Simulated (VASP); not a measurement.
# Cd (P6_3/mmc) in VASP: settings compared

The runs below take Cd through single point, with r2SCAN, LDA, PBEsol, BLYP+D4.

Program: VASP 6.6.1. These are calculated values, not measurements. Logs are shortened: lines on timing, memory, paths and dates and some standing lists are left out, and cuts for length are marked.

### 1 The cell of the first run

Symmetry: P6_3/mmc, No. 194, hexagonal system. Conventional cell: a = 2.979 Å, b = 2.979 Å, c = 5.618 Å, α = 90.00°, β = 90.00°, γ = 120.00°. Cd (site symmetry -6m2) has 12 Cd at 2.98 to 3.29 Å within 3.9 Å.

### 2 Single point, r2SCAN

Contents of POSCAR:

```
Cd
1.0
    2.9788700000      0.0000000000      0.0000000000
   -1.4894350000      2.5797770946      0.0000000000
    0.0000000000      0.0000000000      5.6176500000
Cd
2
Direct
    0.6666666667      0.3333333333      0.7500000000
    0.3333333333      0.6666666667      0.2500000000
```

Contents of INCAR.step1:

```
PREC = Accurate
ENCUT = 520
ISMEAR = -1
SIGMA = 0.05
LREAL = F
LASPH = T
NELM = 60
NBANDS = 19
GGA = PE
ALGO = Normal
EDIFF = 1E-4
LWAVE = T
LCHARG = F
```

Contents of INCAR.step2:

```
PREC = Accurate
ENCUT = 520
EDIFF = 1E-6
ISMEAR = -1
SIGMA = 0.05
LREAL = F
LASPH = T
NELM = 60
ALGO = Normal
ISIF = 2
LWAVE = F
LCHARG = F
METAGGA = R2SCAN
LMIXTAU = T
NBANDS = 19
ISTART = 1
```

Contents of KPOINTS:

```
Automatic mesh
0
Gamma
  6 6 3
```

Potentials or basis: VASP PAW PBE potentials, release 64 (Cd).

On the command line:

```
$ cat potpaw_PBE.64/Cd/POTCAR > POTCAR
$ cp INCAR.step1 INCAR
$ mpirun -np 1 vasp_std > vasp.out
$ cp INCAR.step2 INCAR
$ mpirun -np 1 vasp_std > vasp.out
```

OUTCAR:

```text
PREC = Accurate
   ENCUT = 520
   EDIFF = 1E-6
   ISMEAR = -1
   LREAL = F
   LASPH = T
   NELM = 60
   ISIF = 2
   METAGGA = R2SCAN
   ISTART = 1

 ion  position               nearest neighbor table
   1  0.667  0.333  0.750-   2 3.29   2 3.29   2 3.29   2 3.29   2 3.29   2 3.29
   2  0.333  0.667  0.250-   1 3.29   1 3.29   1 3.29   1 3.29   1 3.29   1 3.29

  LATTYP: Found a hexagonal cell.
 ALAT       =     2.9788700000
 C/A-ratio  =     1.8858325472

  Lattice vectors:

 A1 = (   2.9788700000,   0.0000000000,   0.0000000000)
 A2 = (  -1.4894350000,   2.5797770946,   0.0000000000)
 A3 = (   0.0000000000,   0.0000000000,   5.6176500000)

Analysis of symmetry for initial positions (statically):
=====================================================================
 Subroutine PRICEL returns:
 Original cell was already a primitive cell.

 Routine SETGRP: Setting up the symmetry group for a
 hexagonal supercell.

 Subroutine GETGRP returns: Found 24 space group operations
 (whereof 12 operations were pure point group operations)
 out of a pool of 24 trial point group operations.

The static configuration has the point symmetry D_3d.
 The point group associated with its full space group is D_6h.

Analysis of symmetry for dynamics (positions and initial velocities):
=====================================================================
 Subroutine PRICEL returns:
 Original cell was already a primitive cell.

 Routine SETGRP: Setting up the symmetry group for a
 hexagonal supercell.

 Subroutine GETGRP returns: Found 24 space group operations
 (whereof 12 operations were pure point group operations)
 out of a pool of 24 trial point group operations.

The dynamic configuration has the point symmetry D_3d.
 The point group associated with its full space group is D_6h.

 Subroutine INISYM returns: Found 24 space group operations
 (whereof 12 operations are pure point group operations),
 and found     1 'primitive' translations

----------------------------------------------------------------------------------------

                                     Primitive cell

  volume of cell :      43.1706

  direct lattice vectors                    reciprocal lattice vectors
     2.978870000  0.000000000  0.000000000     0.335697765  0.193815195  0.000000000
    -1.489435000  2.579777095  0.000000000     0.000000000  0.387630389  0.000000000
     0.000000000  0.000000000  5.617650000     0.000000000  0.000000000  0.178010378

  length of vectors
     2.978870000  2.978870000  5.617650000     0.387630390  0.387630389  0.178010378

  position of ions in fractional coordinates (direct lattice)
     0.666666667  0.333333333  0.750000000
     0.333333333  0.666666667  0.250000000

  ion indices of the primitive-cell ions
   primitive index   ion index
                 1           1
                 2           2

----------------------------------------------------------------------------------------

 KPOINTS: Automatic mesh

Automatic generation of k-mesh.
 Grid dimensions read from file:
 generate k-points for:    6    6    3

 Generating k-lattice:

  Cartesian coordinates                     Fractional coordinates (reciprocal lattice)
     0.055949627  0.032302532  0.000000000     0.166666667  0.000000000  0.000000000
     0.000000000  0.064605065  0.000000000     0.000000000  0.166666667  0.000000000
     0.000000000  0.000000000  0.059336793     0.000000000  0.000000000  0.333333333

  Length of vectors
     0.064605065  0.064605065  0.059336793

  Shift w.r.t. Gamma in fractional coordinates (k-lattice)
     0.000000000  0.000000000  0.000000000

 Subroutine IBZKPT returns following result:
 ===========================================

 Found     14 irreducible k-points:

 Following reciprocal coordinates:
            Coordinates               Weight
  0.000000  0.000000  0.000000      1.000000
  0.166667  0.000000  0.000000      6.000000
  0.333333  0.000000  0.000000      6.000000
  0.500000 -0.000000  0.000000      3.000000
  0.166667  0.166667  0.000000      6.000000
  0.333333  0.166667  0.000000     12.000000
  0.333333  0.333333  0.000000      2.000000
  0.000000  0.000000  0.333333      2.000000
  0.166667  0.000000  0.333333     12.000000
  0.333333  0.000000  0.333333     12.000000
  0.500000 -0.000000  0.333333      6.000000
  0.166667  0.166667  0.333333     12.000000
  0.333333  0.166667  0.333333     24.000000
  0.333333  0.333333  0.333333      4.000000
   k-points           NKPTS =     14   k-points in BZ     NKDIM =     14   number of bands    NBANDS=     19
   number of dos      NEDOS =    301   number of ions     NIONS =      2
   total plane-waves  NPLWV =  24192
   dimension x,y,z NGX =    24 NGY =   24 NGZ =   42
   dimension x,y,z NGXF=    48 NGYF=   48 NGZF=   84
   ions per type =               2
   NGX,Y,Z   is equivalent  to a cutoff of  13.39, 13.39, 12.43 a.u.
   NGXF,Y,Z  is equivalent  to a cutoff of  26.79, 26.79, 24.86 a.u.
 SYSTEM =  unknown system
   PREC   = accura    normal or accurate (medium, high low for compatibility)
   ISTART =      1    job   : 0-new  1-cont  2-samecut
   ICHARG =      0    charge: 1-file 2-atom 10-const
   ISPIN  =      1    spin polarized calculation?
   LNONCOLLINEAR =      F non collinear calculations
   LSORBIT =      F    spin-orbit coupling
   LASPH  =      T    aspherical Exc in radial PAW
   ENCUT  =  520.0 eV  38.22 Ry    6.18 a.u.   5.54  5.54 10.45*2*pi/ulx,y,z
   NELM   =     60;   NELMIN=  2; NELMDL=  0     # of ELM steps
   EDIFF  = 0.1E-05   stopping-criterion for ELM
   LREAL  =      F    real-space projection
   EDIFFG = 0.1E-04   stopping-criterion for IOM
   NSW    =      0    number of steps for IOM
   IBRION =     -1    ionic relax: 0-MD 1-quasi-New 2-CG
   NFREE  =      0    steps in history (QN), initial steepest desc. (CG)
   ISIF   =      2    stress and relaxation
   ISYM   =      2    0-nonsym 1-usesym 2-fastsym
   POTIM  = 0.5000    time-step for ionic-motion
   TEBEG  =    0.0;   TEEND  =   0.0 temperature during run
   PSTRESS=    0.0 pullay stress
   NELECT =      24.0000    total number of electrons
   NUPDOWN=      -1.0000    fix difference up-down
   EMIN   =  10.00;   EMAX   =-10.00  energy-range for DOS
   EFERMI =   0.00;   METHOD = LEGACY
   ISMEAR =    -1;   SIGMA  =   0.05  broadening in eV -4-tet -1-fermi 0-gaus
   EFERMI_NEDOS =   21; number of points for ismear=-14 and -15
   IALGO  =     38    algorithm
   IMIX   =      4    mixing-type and parameters
     AMIX     =   0.40;   BMIX     =  1.00
     AMIX_MAG =   1.60;   BMIX_MAG =  1.00
  volume/ion in A,a.u.               =      21.59       145.66
  Fermi-wavevector in a.u.,A,eV,Ry     =   1.346116  2.543790 24.654136  1.812028
  Thomas-Fermi vector in A             =   2.473974
   LORBIT       =      0    0 simple, 1 ext, 2 COOP (PROOUT), +10 PAW based schemes
   METAGGA = R2SCAN    functional components
   LHFCALC =     F    Hartree Fock is set to
   AEXX    =    0.0000 exact exchange contribution
   IVDW    =     0    specifies the selected vdW correction
   LEPSILON=     F    determine dielectric tensor
   LRPA    =     F    only Hartree local field effects (RPA)
 non-spin polarized calculation
  energy-cutoff  :      520.00
  volume of cell :       43.17
 maximum number of plane-waves:      1191
 NGX is ok and might be reduce to    24
   NGX = 11   NGY = 11   NGZ = 21

 number of electron      23.9999993 magnetization

 Free energy of the ion-electron system (eV)
  ---------------------------------------------------
  ext. energy  EPLUGINS =         0.00000000
  ---------------------------------------------------
  free energy    TOTEN  =       -40.17804331 eV

  energy without entropy =      -40.16461962  energy(sigma->0) =      -40.17133146

 E-fermi :   3.4522     XC(G=0): -11.8178

 val. band max:        3.3764178089   @ k =   0.3333   0.3333   0.0000
 cond. band min:       3.4703998373   @ k =   0.3333   0.0000   0.0000
 fundamental gap:      0.0939820284
 Fermi energy:         3.4521945064

 k-point     1 :       0.0000    0.0000    0.0000
  band No.  band energies     occupation
      1      -7.4349      2.00000
      2      -7.1529      2.00000
      3      -6.7764      2.00000
      4      -6.7764      2.00000
      5      -6.7240      2.00000
      6      -6.7240      2.00000
[... 11 lines left out ...]
     18      18.6126      0.00000
     19      19.2901      0.00000

 k-point     2 :       0.1667    0.0000    0.0000
  band No.  band energies     occupation
      1      -7.2384      2.00000
      2      -6.9882      2.00000
      3      -6.8758      2.00000
      4      -6.7174      2.00000
      5      -6.5266      2.00000
      6      -6.4834      2.00000
[... 11 lines left out ...]
     18      17.4277      0.00000
     19      17.6517      0.00000

 k-point     3 :       0.3333    0.0000    0.0000
  band No.  band energies     occupation
      1      -7.4363      2.00000
      2      -7.2257      2.00000
      3      -6.9750      2.00000
      4      -6.5729      2.00000
      5      -6.5699      2.00000
      6      -6.4502      2.00000
[... 11 lines left out ...]
     18      16.3969      0.00000
     19      17.6424      0.00000

 k-point     4 :       0.5000   -0.0000    0.0000
  band No.  band energies     occupation
      1      -7.5884      2.00000
      2      -7.3814      2.00000
      3      -7.1955      2.00000
      4      -6.7092      2.00000
      5      -6.5146      2.00000
      6      -6.4048      2.00000
[... 187 lines left out ...]
     18      12.2740      0.00000
     19      18.6669      0.00000

 k-point    13 :       0.3333    0.1667    0.3333
  band No.  band energies     occupation
      1      -7.2147      2.00000
      2      -7.1524      2.00000
      3      -7.0329      2.00000
      4      -6.9341      2.00000
      5      -6.5625      2.00000
      6      -6.2876      2.00000
[... 11 lines left out ...]
     18      12.5419      0.00000
     19      15.5792      0.00000

 k-point    14 :       0.3333    0.3333    0.3333
  band No.  band energies     occupation
      1      -6.9115      2.00000
      2      -6.9115      2.00000
      3      -6.9043      2.00000
      4      -6.6779      2.00000
      5      -6.5920      2.00000
      6      -6.5920      2.00000
[... 11 lines left out ...]
     18      12.1662      0.00000
     19      13.4771      0.00000

------------------------ aborting loop because EDIFF is reached ----------------------------------------

  FORCE on cell =-STRESS in cart. coord.  units (eV):
  Direction    XX          YY          ZZ          XY          YZ          ZX
  --------------------------------------------------------------------------------------
  -------------------------------------------------------------------------------------
  Total        0.1736377      0.1736377      0.5052733     -0.0000000     -0.0000000      0.0000000
  in kB        6.4441572      6.4441572     18.7520416     -0.0000000     -0.0000000      0.0000000
  external PRESSURE =      10.5467853 kB  Pullay stress =       0.0000000 kB

 VOLUME and BASIS-vectors are now :
 -----------------------------------------------------------------------------
  energy-cutoff  :      520.00
  volume of cell :       43.17
      direct lattice vectors                 reciprocal lattice vectors
     2.978870000  0.000000000  0.000000000     0.335697765  0.193815195  0.000000000
    -1.489435000  2.579777095  0.000000000     0.000000000  0.387630389  0.000000000
     0.000000000  0.000000000  5.617650000     0.000000000  0.000000000  0.178010378

 POSITION                                       TOTAL-FORCE (eV/Angst)
 -----------------------------------------------------------------------------------
      1.48944      0.85993      4.21324         0.000000      0.000000      0.000000
     -0.00000      1.71985      1.40441         0.000000     -0.000000      0.000000
 -----------------------------------------------------------------------------------
    total drift:                               -0.000000      0.000000      0.000000

  FREE ENERGIE OF THE ION-ELECTRON SYSTEM (eV)
  ---------------------------------------------------
  free  energy   TOTEN  =       -40.1780433063 eV

  energy  without entropy=      -40.1646196222  energy(sigma->0) =      -40.17133146
```

It took 24 s on 1 thread of Intel Xeon Platinum 8488C (Sapphire Rapids), shared host; peak memory 0.16 GiB.

What came out:

| Property | Result |
| --- | --- |
| Free energy | -40.1780 eV |
| Pressure | 1.1 GPa |
| Band gap on the k mesh | zero (band 12 reaches 3.58 eV, above the bottom of band 13 at -0.17 eV) |

Caveat: the k points lie up to 0.41 Å⁻¹ apart; the PAW data sets were made with another functional, which shifts forces and pressure a little.

### 3 Single point, LDA

Contents of INCAR:

```
SYSTEM = Cd
  PREC = Accurate
  ENCUT = 520
  EDIFF = 1E-7
  ISMEAR = -1
  SIGMA = 0.05
  LREAL = .False.
  LASPH = .True.
  NELM = 100
  ALGO = Fast
  ISIF = 2
  LWAVE = .False.
  LCHARG = .False.
  NBANDS = 19
```

Contents of KPOINTS:

```
Automatic mesh
0
Gamma
  10 10 5
  0 0 0
```

POSCAR is that of step 2.

Potentials or basis: VASP PAW LDA potentials, release 64 (Cd).

On the command line:

```
$ cat potpaw_LDA.64/Cd/POTCAR > POTCAR
$ mpirun -np 1 vasp_std > vasp.out
```

Run time: 16 s. Hardware: 1 thread of AMD EPYC 9R45 (Zen 5), shared host; peak memory 0.12 GiB.

It converged, with:

```yaml
Free_energy: -3.0196 eV
Pressure: -3.9 GPa
Band_gap_on_the_k_mesh: zero (band 12 reaches 3.73 eV, above the bottom of band 13 at -0.31 eV)
```

Stress tensor (GPa, compression positive):
```
-4.07  0.00  0.00
 0.00 -4.07  0.00
 0.00  0.00 -3.71
```

Levels at points of the mesh, in eV from the Fermi level:
```csv
k point,band 8,band 9,band 10,band 11,band 12,band 13,band 14,band 15,band 16,band 17
"(0.00, 0.00, 0.00)",-8.54,-8.54,-8.28,-8.28,-2.94,-2.90,10.64,14.69,14.89,14.89
"(0.50, 0.00, 0.00)",-8.31,-8.01,-7.99,-2.21,-1.74,2.06,3.14,3.22,5.45,8.45
```

### 4 Single point, PBEsol

This run uses another cell than the first one, of 20.29 Å³/atom, 0.940 times its volume.

Contents of INCAR:

```
SYSTEM = Cd
ALGO = Normal
EDIFF = 1E-6
ENCUT = 540
GGA = PS
GGA_COMPAT = .False.
ISIF = 2
ISMEAR = -1
LASPH = .True.
LCHARG = .False.
LREAL = .False.
LWAVE = .False.
NBANDS = 27
NELM = 120
PREC = Accurate
SIGMA = 0.05
```

Contents of KPOINTS:

```
k-points
0
Gamma
  10 10 5
  0 0 0
```

Contents of POSCAR:

```
Cd
1.0
    2.9180596717      0.0000000000      0.0000000000
   -1.4590298358      2.5271138055      0.0000000000
    0.0000000000      0.0000000000      5.5029719036
Cd
2
Direct
    0.6666666667      0.3333333333      0.7500000000
    0.3333333333      0.6666666667      0.2500000000
```

Potentials or basis: VASP PAW PBE potentials, release 64 (Cd_sv_GW).

On the command line:

```
$ cat potpaw_PBE.64/Cd_sv_GW/POTCAR > POTCAR
$ mpirun -np 1 vasp_std > vasp.out
```

Wall time 16 s (1 thread of Intel Xeon 6975P-C (Granite Rapids), shared host); peak memory 0.19 GiB.

The run converged. Its results:

```
Free energy            : -2.5169 eV
Pressure               : 0.1 GPa
Band gap on the k mesh : zero (band 20 reaches 8.10 eV, above the bottom of band 21 at 4.05 eV)
```

Stress tensor (GPa, compression positive):
```
 0.92  0.00  0.00
 0.00  0.92  0.00
 0.00  0.00 -1.49
```

Levels at points of the mesh, in eV from the Fermi level:
```
           k point  band 17  band 18  band 19  band 20  band 21  band 22  band 23  band 24
(0.00, 0.00, 0.00)    -8.57    -8.28    -8.28    -3.18    -2.80    10.80    14.06    15.31
(0.50, 0.00, 0.00)    -7.99    -7.96    -2.36    -1.69     2.25     3.21     3.68     5.59
```

Caveat: the PAW data sets were made with another functional, which shifts forces and pressure a little.

### 5 Single point, BLYP+D4

Contents of INCAR:

```
SYSTEM = Cd
PREC     = Accurate       ! precision mode
ENCUT    = 540            ! plane-wave cutoff, eV
EDIFF    = 1E-6           ! SCF threshold, eV
ISMEAR   = -1             ! smearing method
SIGMA    = 0.1            ! smearing width, eV
LREAL    = .False.        ! projectors in reciprocal space
LASPH    = .True.         ! aspherical terms in the spheres
NELM     = 120            ! most SCF steps
ALGO     = Normal         ! electronic algorithm
ISIF     = 2              ! what is computed and relaxed
LWAVE    = .False.        ! write WAVECAR
LCHARG   = .True.         ! write CHGCAR
GGA      = B5             ! functional
ALDAX    = 1.0          
AGGAX    = 1.0          
AGGAC    = 1.0          
ALDAC    = 0.0          
IVDW     = 13             ! dispersion correction
VDW_S6   = 1.0          
VDW_S8   = 2.34076671   
VDW_A1   = 0.44488865   
VDW_A2   = 4.0933009    
LELF     = .True.         ! ELF
LVHAR    = .True.       
NBANDS   = 27             ! bands
GGA_COMPAT= .False.
```

Contents of KPOINTS:

```
regular mesh
0
Gamma
  10 10 5
  0 0 0
```

Contents of POSCAR:

```
Cd
1.0
    2.9788700000      0.0000000000      0.0000000000
   -1.4894350000      2.5797770946      0.0000000000
    0.0000000000      0.0000000000      5.6176500000
Cd
2
Direct
    0.6666666667      0.3333333333      0.7500000000
    0.3333333333      0.6666666667      0.2500000000
```

On the command line:

```
$ cat potpaw_PBE.64/Cd_sv_GW/POTCAR > POTCAR
$ mpirun -np 1 vasp_std > vasp.out
```

It took 29 s on 1 thread of Intel Xeon 6975P-C (Granite Rapids), shared host; peak memory 0.19 GiB.

The run converged. Its results:

| Item | Value |
| --- | --- |
| Free energy | -1.7352 eV |
| Pressure | 0.2 GPa |
| Band gap on the k mesh | zero (band 20 reaches 8.04 eV, above the bottom of band 21 at 4.14 eV) |
| Dispersion energy per atom | -0.776 eV |

Stress tensor (GPa, compression positive):
```
 0.64  0.00  0.00
 0.00  0.64  0.00
 0.00  0.00 -0.62
```

Levels at points of the mesh, in eV from the Fermi level:
| k point | band 16 | band 17 | band 18 | band 19 | band 20 | band 21 | band 22 | band 23 | band 24 | band 25 |
| --- | --- | --- | --- | --- | --- | --- | --- | --- | --- | --- |
| (0.00, 0.00, 0.00) | -8.81 | -8.79 | -8.56 | -8.56 | -3.08 | -2.82 | 10.37 | 14.08 | 14.60 | 14.60 |
| (0.50, 0.00, 0.00) | -8.59 | -8.29 | -8.26 | -2.18 | -1.80 | 1.97 | 3.06 | 3.12 | 5.53 | 8.26 |

Caveat: the PAW data sets were made with another functional, which shifts forces and pressure a little; pairwise dispersion overbinds metals, which lowers pressure and volume.

### 6 Overview

| level | potentials or basis | cell | k mesh | cutoff (eV) | smearing | second run | gap on the mesh (eV) | pressure (GPa) |
| --- | --- | --- | --- | --- | --- | --- | --- | --- |
| r2SCAN | VASP PAW PBE potentials, release 64 (Cd) | a = 2.979, b = 2.979, c = 5.618 Å, angles 90.0, 90.0, 120.0°, 2 atoms | 6 × 6 × 3 | 520 | fermi-dirac 0.05 eV | - | none | 1.1 |
| LDA | VASP PAW LDA potentials, release 64 (Cd) | a = 2.979, b = 2.979, c = 5.618 Å, angles 90.0, 90.0, 120.0°, 2 atoms | 10 × 10 × 5 | 520 | fermi-dirac 0.05 eV | - | none | -3.9 |
| PBEsol | VASP PAW PBE potentials, release 64 (Cd_sv_GW) | a = 2.918, b = 2.918, c = 5.503 Å, angles 90.0, 90.0, 120.0°, 2 atoms | 10 × 10 × 5 | 540 | fermi-dirac 0.05 eV | valence_matched | none | 0.1 |
| BLYP+D4 | VASP PAW PBE potentials, release 64 (Cd_sv_GW) | a = 2.979, b = 2.979, c = 5.618 Å, angles 90.0, 90.0, 120.0°, 2 atoms | 10 × 10 × 5 | 540 | fermi-dirac 0.1 eV | valence_matched | none | 0.2 |

Alike in all rows: task single point; no spin polarisation.

Caveats: some runs use coarse meshes; the PAW data sets were made with another functional, which shifts forces and pressure a little (some runs); pairwise dispersion overbinds metals, which lowers pressure and volume (some runs).

Total energies depend on the potentials used, so only differences within one code and one set of settings carry meaning.
